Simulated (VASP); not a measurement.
# Li (I4_1/amd) in VASP: a series of runs

Li is run at these levels: PBE; tasks: single point, relaxation of cell and atoms.

All numbers are computed with VASP 6.6.1; they aren't measurements. Logs are shortened: lines on timing, memory, paths and dates and some standing lists are left out, and cuts for length are marked.

**1. The cell of the first run**

It takes space group I4_1/amd (No. 141, tetragonal). Conventional cell: a = 7.503 Å, b = 7.503 Å, c = 2.874 Å, α = 90.00°, β = 90.00°, γ = 90.00°. Li (site symmetry 2/m) has 10 Li at 2.75 to 3.42 Å within 3.6 Å.

**2. Single point, PBE**

Contents of INCAR:

```
SYSTEM = Li
  PREC = Accurate
  ENCUT = 520
  EDIFF = 1E-6
  ISMEAR = 0
  SIGMA = 0.1
  LREAL = .FALSE.
  LASPH = .TRUE.
  NELM = 100
  ALGO = Normal
  ISIF = 2
  LWAVE = .FALSE.
  LCHARG = .FALSE.
  GGA = PE
  NBANDS = 14
```

Contents of KPOINTS:

```
regular mesh
0
G
  18 18 18
  0 0 0
```

Contents of POSCAR:

```
Li
1.0
   -3.7516424187      3.7516424187      1.4368377361
    3.7516424187     -3.7516424187      1.4368377361
    3.7516424187      3.7516424187     -1.4368377361
Li
4
Direct
    0.3750000000      0.6250000000      0.7500000000
    0.8750000000      0.6250000000      0.2500000000
    0.3750000000      0.1250000000      0.7500000000
    0.3750000000      0.6250000000      0.2500000000
```

Potentials or basis: VASP PAW PBE potentials, release 64 (Li_sv).

Started as:

```sh
$ cat potpaw_PBE.64/Li_sv/POTCAR > POTCAR
$ mpirun -np 1 vasp_std > vasp.out
```

OUTCAR:

```text
SYSTEM = Li
   PREC = Accurate
   ENCUT = 520
   EDIFF = 1E-6
   ISMEAR = 0
   LREAL = .FALSE.
   LASPH = .TRUE.
   NELM = 100
   ISIF = 2
   GGA = PE

 ion  position               nearest neighbor table
   1  0.375  0.625  0.750-
   2  0.875  0.625  0.250-
   3  0.375  0.125  0.750-
   4  0.375  0.625  0.250-

  LATTYP: Found a body centered tetragonal cell.
 ALAT       =     7.5032848374
 C/A-ratio  =     0.3829889888

  Lattice vectors:

 A1 = (  -3.7516424187,   3.7516424187,   1.4368377361)
 A2 = (   3.7516424187,  -3.7516424187,   1.4368377361)
 A3 = (   3.7516424187,   3.7516424187,  -1.4368377361)

Analysis of symmetry for initial positions (statically):
=====================================================================
 Subroutine PRICEL returns:
 Original cell was already a primitive cell.

 Routine SETGRP: Setting up the symmetry group for a
 body centered tetragonal supercell.

 Subroutine GETGRP returns: Found 16 space group operations
 (whereof  8 operations were pure point group operations)
 out of a pool of 16 trial point group operations.

The static configuration has the point symmetry D_2d.
 The point group associated with its full space group is D_4h.

Analysis of symmetry for dynamics (positions and initial velocities):
=====================================================================
 Subroutine PRICEL returns:
 Original cell was already a primitive cell.

 Routine SETGRP: Setting up the symmetry group for a
 body centered tetragonal supercell.

 Subroutine GETGRP returns: Found 16 space group operations
 (whereof  8 operations were pure point group operations)
 out of a pool of 16 trial point group operations.

The dynamic configuration has the point symmetry D_2d.
 The point group associated with its full space group is D_4h.

 Subroutine INISYM returns: Found 16 space group operations
 (whereof  8 operations are pure point group operations),
 and found     1 'primitive' translations

----------------------------------------------------------------------------------------

                                     Primitive cell

  volume of cell :      80.8929

  direct lattice vectors                    reciprocal lattice vectors
    -3.751642419  3.751642419  1.436837736     0.000000000  0.133274962  0.347986406
     3.751642419 -3.751642419  1.436837736     0.133274962  0.000000000  0.347986406
     3.751642419  3.751642419 -1.436837736     0.133274962  0.133274962  0.000000000

  length of vectors
     5.496739429  5.496739429  5.496739429     0.372634881  0.372634881  0.188479258

  position of ions in fractional coordinates (direct lattice)
     0.375000000  0.625000000  0.750000000
     0.875000000  0.625000000  0.250000000
     0.375000000  0.125000000  0.750000000
     0.375000000  0.625000000  0.250000000

  ion indices of the primitive-cell ions
   primitive index   ion index
                 1           1
                 2           2
                 3           3
                 4           4

----------------------------------------------------------------------------------------

 KPOINTS: regular mesh

Automatic generation of k-mesh.
 Grid dimensions read from file:
 generate k-points for:   18   18   18

 Generating k-lattice:

  Cartesian coordinates                     Fractional coordinates (reciprocal lattice)
     0.000000000  0.007404165  0.019332578     0.055555556  0.000000000  0.000000000
     0.007404165  0.000000000  0.019332578     0.000000000  0.055555556  0.000000000
     0.007404165  0.007404165  0.000000000     0.000000000  0.000000000  0.055555556

  Length of vectors
     0.020701938  0.020701938  0.010471070

  Shift w.r.t. Gamma in fractional coordinates (k-lattice)
     0.000000000  0.000000000  0.000000000

 Subroutine IBZKPT returns following result:
 ===========================================

 Found    480 irreducible k-points:

 Following reciprocal coordinates:
            Coordinates               Weight
  0.000000  0.000000  0.000000      1.000000
  0.055556 -0.000000  0.000000      8.000000
  0.111111 -0.000000  0.000000      8.000000
  0.166667  0.000000  0.000000      8.000000
  0.222222 -0.000000  0.000000      8.000000
  0.277778  0.000000  0.000000      8.000000
[... 16 lines left out ...]
 -0.277778  0.055556  0.000000     16.000000
 -0.222222  0.055556 -0.000000     16.000000
 [... further k-points ...]
   k-points           NKPTS =    480   k-points in BZ     NKDIM =    480   number of bands    NBANDS=     14
   number of dos      NEDOS =    301   number of ions     NIONS =      4
   total plane-waves  NPLWV =  74088
   dimension x,y,z NGX =    42 NGY =   42 NGZ =   42
   dimension x,y,z NGXF=    84 NGYF=   84 NGZF=   84
   ions per type =               4
   NGX,Y,Z   is equivalent  to a cutoff of  12.70, 12.70, 12.70 a.u.
   NGXF,Y,Z  is equivalent  to a cutoff of  25.41, 25.41, 25.41 a.u.
 SYSTEM =  Li
   PREC   = accura    normal or accurate (medium, high low for compatibility)
   ISTART =      0    job   : 0-new  1-cont  2-samecut
   ICHARG =      2    charge: 1-file 2-atom 10-const
   ISPIN  =      1    spin polarized calculation?
   LNONCOLLINEAR =      F non collinear calculations
   LSORBIT =      F    spin-orbit coupling
   LASPH  =      T    aspherical Exc in radial PAW
   ENCUT  =  520.0 eV  38.22 Ry    6.18 a.u.  10.22 10.22 10.22*2*pi/ulx,y,z
   NELM   =    100;   NELMIN=  2; NELMDL= -5     # of ELM steps
   EDIFF  = 0.1E-05   stopping-criterion for ELM
   LREAL  =      F    real-space projection
   EDIFFG = 0.1E-04   stopping-criterion for IOM
   NSW    =      0    number of steps for IOM
   IBRION =     -1    ionic relax: 0-MD 1-quasi-New 2-CG
   NFREE  =      0    steps in history (QN), initial steepest desc. (CG)
   ISIF   =      2    stress and relaxation
   ISYM   =      2    0-nonsym 1-usesym 2-fastsym
   POTIM  = 0.5000    time-step for ionic-motion
   TEBEG  =    0.0;   TEEND  =   0.0 temperature during run
   PSTRESS=    0.0 pullay stress
   NELECT =      12.0000    total number of electrons
   NUPDOWN=      -1.0000    fix difference up-down
   EMIN   =  10.00;   EMAX   =-10.00  energy-range for DOS
   EFERMI =   0.00;   METHOD = LEGACY
   ISMEAR =     0;   SIGMA  =   0.10  broadening in eV -4-tet -1-fermi 0-gaus
   EFERMI_NEDOS =   21; number of points for ismear=-14 and -15
   IALGO  =     38    algorithm
   IMIX   =      4    mixing-type and parameters
     AMIX     =   0.40;   BMIX     =  1.00
     AMIX_MAG =   1.60;   BMIX_MAG =  1.00
  volume/ion in A,a.u.               =      20.22       136.47
  Fermi-wavevector in a.u.,A,eV,Ry     =   0.866626  1.637686 10.218528  0.751041
  Thomas-Fermi vector in A             =   1.985042
   LORBIT       =      0    0 simple, 1 ext, 2 COOP (PROOUT), +10 PAW based schemes
   GGA     = PE    functional components
   LHFCALC =     F    Hartree Fock is set to
   AEXX    =    0.0000 exact exchange contribution
   IVDW    =     0    specifies the selected vdW correction
   LEPSILON=     F    determine dielectric tensor
   LRPA    =     F    only Hartree local field effects (RPA)
 non-spin polarized calculation
 Gauss-broadening in eV      SIGMA  =   0.10
  energy-cutoff  :      520.00
  volume of cell :       80.89
 maximum number of plane-waves:      2205
 NGX is ok and might be reduce to    42
   NGX = 21   NGY = 21   NGZ = 21

 number of electron      12.0000025 magnetization

 Free energy of the ion-electron system (eV)
  ---------------------------------------------------
  ext. energy  EPLUGINS =         0.00000000
  ---------------------------------------------------
  free energy    TOTEN  =        -7.33326913 eV

  energy without entropy =       -7.32442215  energy(sigma->0) =       -7.32884564

 E-fermi :   0.5624     XC(G=0):  -7.0484

 val. band max:        0.5580560364   @ k =   0.2778   0.2778   0.0000
 cond. band min:       0.5645591159   @ k =  -0.2778   0.1667   0.0556
 fundamental gap:      0.0065030795
 Fermi energy:         0.5624460024

 k-point     1 :       0.0000    0.0000    0.0000
  band No.  band energies     occupation
      1     -46.0779      2.00000
      2     -46.0566      2.00000
      3     -46.0566      2.00000
      4     -46.0370      2.00000
      5      -2.9104      2.00000
      6       0.0825      2.00000
      7       0.0997      2.00000
      8       2.9177      0.00000
      9       2.9177      0.00000
     10       4.2764      0.00000
     11       4.2764      0.00000
     12       6.7395      0.00000
     13       9.2827      0.00000
     14      12.8523      0.00000

 k-point     2 :       0.0556   -0.0000    0.0000
  band No.  band energies     occupation
      1     -46.0774      2.00000
      2     -46.0562      2.00000
      3     -46.0562      2.00000
      4     -46.0369      2.00000
      5      -2.8629      2.00000
      6       0.1240      2.00000
      7       0.1416      2.00000
      8       2.9611      0.00000
      9       2.9617      0.00000
     10       4.2521      0.00000
     11       4.3369      0.00000
     12       6.8710      0.00000
     13       9.1148      0.00000
     14      12.3147      0.00000

 k-point     3 :       0.1111   -0.0000    0.0000
  band No.  band energies     occupation
      1     -46.0757      2.00000
      2     -46.0552      2.00000
      3     -46.0552      2.00000
      4     -46.0364      2.00000
      5      -2.7200      2.00000
      6       0.2469      1.99999
      7       0.2656      1.99997
      8       3.0904      0.00000
      9       3.0939      0.00000
     10       4.2015      0.00000
     11       4.5176      0.00000
     12       7.2323      0.00000
     13       8.6539      0.00000
     14      10.9481      0.00000

 k-point     4 :       0.1667    0.0000    0.0000
  band No.  band energies     occupation
      1     -46.0731      2.00000
      2     -46.0537      2.00000
      3     -46.0537      2.00000
      4     -46.0358      2.00000
      5      -2.4821      2.00000
      6       0.4470      1.89744
      7       0.4672      1.82213
      8       3.2990      0.00000
      9       3.3131      0.00000
     10       4.1641      0.00000
     11       4.8158      0.00000
     12       7.6325      0.00000
     13       8.1108      0.00000
     14       9.5773      0.00000

 k-point     5 :       0.2222   -0.0000    0.0000
  band No.  band energies     occupation
      1     -46.0699      2.00000
      2     -46.0518      2.00000
      3     -46.0518      2.00000
      4     -46.0350      2.00000
      5      -2.1496      2.00000
      6       0.7171      0.02874
      7       0.7385      0.01278
      8       3.5616      0.00000
      9       3.6127      0.00000
     10       4.1603      0.00000
     11       5.2247      0.00000
[... 276 lines left out ...]
 k-point    22 :      -0.3333    0.0556    0.0000
  band No.  band energies     occupation
      1     -46.0657      2.00000
      2     -46.0507      2.00000
      3     -46.0490      2.00000
      4     -46.0349      2.00000
      5      -1.6486      2.00000
      6       0.7462      0.00935
      7       1.1439      0.00000
      8       3.8116      0.00000
      9       3.8858      0.00000
     10       4.3258      0.00000
     11       5.6969      0.00000
     12       6.4010      0.00000
     13       7.2174      0.00000
     14       8.2892      0.00000

 k-point    23 :      -0.2778    0.0556    0.0000
  band No.  band energies     occupation
      1     -46.0692      2.00000
      2     -46.0526      2.00000
      3     -46.0511      2.00000
      4     -46.0356      2.00000
      5      -2.0873      2.00000
      6       0.4501      1.88787
      7       0.8029      0.00067
      8       3.6221      0.00000
      9       3.8065      0.00000
     10       3.9860      0.00000
     11       5.2276      0.00000
     12       7.0800      0.00000
     13       8.2250      0.00000
     14       8.9070      0.00000

 k-point    24 :      -0.2222    0.0556   -0.0000
  band No.  band energies     occupation
      1     -46.0725      2.00000
      2     -46.0543      2.00000
      3     -46.0531      2.00000
      4     -46.0363      2.00000
      5      -2.4327      2.00000
      6       0.2230      2.00000
      7       0.5190      1.46148
      8       3.3371      0.00000
      9       3.6447      0.00000
     10       3.8269      0.00000
     11       4.8175      0.00000
     12       7.7651      0.00000
     13       8.4218      0.00000
     14       9.4890      0.00000

 [... further k-points ...]
[... 5 lines left out ...]
  --------------------------------------------------------------------------------------
  -------------------------------------------------------------------------------------
  Total       -0.0390332     -0.0390332     -0.0381307      0.0000000      0.0000000      0.0000000
  in kB       -0.7730966     -0.7730966     -0.7552214      0.0000000      0.0000000      0.0000000
  external PRESSURE =      -0.7671382 kB  Pullay stress =       0.0000000 kB

 VOLUME and BASIS-vectors are now :
 -----------------------------------------------------------------------------
  energy-cutoff  :      520.00
  volume of cell :       80.89
      direct lattice vectors                 reciprocal lattice vectors
    -3.751642419  3.751642419  1.436837736     0.000000000  0.133274962  0.347986406
     3.751642419 -3.751642419  1.436837736     0.133274962  0.000000000  0.347986406
     3.751642419  3.751642419 -1.436837736     0.133274962  0.133274962  0.000000000

 POSITION                                       TOTAL-FORCE (eV/Angst)
 -----------------------------------------------------------------------------------
      3.75164      1.87582      0.35921         0.000000     -0.000000      0.000000
      0.00000      1.87582      1.79605         0.000000      0.000000     -0.000000
      1.87582      3.75164     -0.35921        -0.000000      0.000000      0.000000
      1.87582      0.00000      1.07763         0.000000     -0.000000      0.000000
 -----------------------------------------------------------------------------------
    total drift:                                0.000000      0.000000      0.000000

  FREE ENERGIE OF THE ION-ELECTRON SYSTEM (eV)
  ---------------------------------------------------
  free  energy   TOTEN  =        -7.3332691281 eV

  energy  without entropy=       -7.3244221478  energy(sigma->0) =       -7.32884564
```

It took 9.3 min on 1 thread of AMD EPYC 7R13 (Zen 3), shared host; peak memory 0.48 GiB.

Results:

| Property | Result |
| --- | --- |
| Free energy | -7.3333 eV |
| Band gap on the k mesh | zero (band 6 reaches 2.79 eV, above the bottom of band 7 at -0.90 eV) |

Caveat: the cutoff is under 1.25 times the usual one of these potentials, so pressure, stress and relaxed cells hold a basis-set (Pulay) error.

**3. Relaxation of cell and atoms, PBE**

This run uses another cell than the first one, of 18.76 Å³/atom, 0.928 times its volume.

Contents of INCAR:

```
ALGO = Normal
EDIFF = 1E-6
EDIFFG = -0.01
ENCUT = 600
GGA = PE
IBRION = 2
ISIF = 3
ISMEAR = 0
LASPH = True
LCHARG = False
LREAL = False
LWAVE = False
NELM = 100
NSW = 100
PREC = Accurate
SIGMA = 0.1
```

Contents of KPOINTS:

```
k-points
0
Gamma
  18 18 18
```

Contents of POSCAR:

```
Li
1.0
   -3.7326230900      3.7326230900      1.3465209200
    3.7326230900     -3.7326230900      1.3465209200
    3.7326230900      3.7326230900     -1.3465209200
Li
4
Direct
    0.3750000000      0.6250000000      0.7500000000
    0.8750000000      0.6250000000      0.2500000000
    0.3750000000      0.1250000000      0.7500000000
    0.3750000000      0.6250000000      0.2500000000
```

Potentials or basis: VASP PAW PBE potentials, release 64 (Li_sv).

Started as:

```sh
$ cat potpaw_PBE.64/Li_sv/POTCAR > POTCAR
$ mpirun -np 1 vasp_std > vasp.out
```

It took 33 min on 1 thread of Intel Xeon Platinum 8259CL at 2.50GHz (Skylake/Cascade Lake), shared host; peak memory 0.57 GiB.

The run converged. Its results:

```yaml
Free_energy: -7.3279 eV
Relaxed_volume: 20.05 Å³/atom
Relaxed_cell: a = 5.478 Å, b = 5.478 Å, c = 5.478 Å, α = 93.93°, β = 93.93°, γ = 149.64°
Space_group_after_relaxing_to_0.05_Å: I4_1/amd (No. 141)
Energy_gained_by_relaxing: 10.8 meV/atom
Ionic_steps: 4
Pressure_after_relaxing: 0.0 GPa
Band_gap_on_the_k_mesh: zero (band 6 reaches 2.82 eV, above the bottom of band 7 at -0.88 eV)
```

The path:
| step | energy change (eV) | largest force (eV/Å) | pressure (GPa) | volume (Å³) |
| --- | --- | --- | --- | --- |
| 1 | 0.0000 | 0.0000 | 1.03 | 75.04 |
| 2 | -0.0196 | 0.0000 | 0.74 | 76.35 |
| 3 | -0.0433 | 0.0000 | 0.06 | 80.00 |
| 4 | -0.0433 | 0.0000 | 0.02 | 80.20 |

Final structure:
```
Li
1.0
    -3.73867    3.73867    1.43438
     3.73867   -3.73867    1.43438
     3.73867    3.73867   -1.43438
Li
4
Direct
  0.37500 0.62500 0.75000
  0.87500 0.62500 0.25000
  0.37500 0.12500 0.75000
  0.37500 0.62500 0.25000
```

Levels at points of the mesh, in eV from the Fermi level:
| k point | band 4 | band 5 | band 6 | band 7 | band 8 | band 9 |
| --- | --- | --- | --- | --- | --- | --- |
| (0.00, 0.00, 0.00) | -46.58 | -3.48 | -0.48 | -0.46 | 2.39 | 2.39 |
| (0.50, 0.00, 0.00) | -46.58 | -0.17 | 0.92 | 1.72 | 2.14 | 3.44 |
| (0.50, 0.50, 0.00) | -46.59 | -2.50 | -2.50 | 0.82 | 0.82 | 2.92 |
| (0.50, 0.50, 0.50) | -46.60 | -1.47 | -1.47 | -1.46 | -1.46 | 6.36 |

Caveat: the cutoff is under 1.25 times the usual one of these potentials, so pressure, stress and relaxed cells hold a basis-set (Pulay) error.
